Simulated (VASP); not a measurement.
Input of a VASP 6.6.1 run:

INCAR

```
ALGO = Normal ; EDIFF = 1E-7
EDIFFG = -0.01 ; ENCUT = 600
GGA = PE ; IBRION = 2
ISIF = 3 ; ISMEAR = 0
LASPH = T ; LCHARG = F
LREAL = F ; LWAVE = F
NELM = 60 ; NSW = 80
PREC = Accurate ; SIGMA = 0.1
```

The input KPOINTS:

```
k-points
0
Gamma
  6 6 6
```

POSCAR

```
Cu
1.0
   -1.4427933200      1.4427933200      1.3760814500
    1.4427933200     -1.4427933200      1.3760814500
    1.4427933200      1.4427933200     -1.3760814500
Cu
1
Direct
    0.0000000000      0.0000000000      0.0000000000
```

Potentials or basis: VASP PAW PBE potentials, release 64 (Cu).

Run with:

```sh
$ cat potpaw_PBE.64/Cu/POTCAR > POTCAR
$ mpirun -np 1 vasp_std > vasp.out
```

Q: Predict the relaxed cell.

A: a = 2.508 Å, b = 2.508 Å, c = 2.508 Å, α = 107.66°, β = 107.66°, γ = 113.17°.

Q: Estimate the space group after relaxing (to 0.1 Å).

A: I4/mmm (No. 139).

Q: What does it give for the relaxed volume?

A: 12.11 Å³/atom.

Q: Estimate the band gap on the k mesh.

A: Zero (an odd number of electrons rules out a gap without spin polarisation).

The path:
```
step  energy change (eV)  largest force (eV/Å)  pressure (GPa)  volume (Å³)
   1              0.0000                0.0000            8.40        11.46
   2             -0.0108                0.0000           -4.01        12.48
   3             -0.0158                0.0000            0.01        12.09
   4             -0.0158                0.0000           -0.14        12.11
   5             -0.0160                0.0000           -0.18        12.11
   6             -0.0164                0.0000           -0.13        12.11
   7             -0.0159                0.0000           -0.04        12.11
   8             -0.0164                0.0000           -0.11        12.11
```

Caveat: the k points lie up to 0.52 Å⁻¹ apart in the final cell, too coarse for converged energies and pressures of a metal.
